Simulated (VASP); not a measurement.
BeCo:

```
CELL_PARAMETERS angstrom
2.60600 0.00000 0.00000
0.00000 2.60600 0.00000
0.00000 0.00000 2.60600
ATOMIC_POSITIONS crystal
Be 0.00000 0.00000 0.00000
Co 0.50000 0.50000 0.50000
```

Base run:

- Program: VASP 6.6.1
- Functional: LDA
- Potentials or basis: VASP PAW LDA potentials, release 64 (Be, Co)
- Cutoff: 520 eV
- k mesh: 8 × 8 × 8
- Occupations: fermi-dirac, width 0.15 eV
- Spin: collinear spin, ferromagnetic start
- Starting moments: [0.24, 2.62] μB
- Fixed moment: 3 μB

Its results: pressure 20.2 GPa; site moments Be +0.22; Co +2.54 μB.

Question: The run is repeated on the same cell with these changes: fixed moment from 3 μB to 2.4 μB; moments at the start from [0.24, 2.62] to [0.12, 2.26]. What comes out?

Answer: Pressure 8.2 GPa; site moments Be +0.11; Co +2.15 μB.

Caveats: the total moment is fixed, so each spin has its own Fermi level.
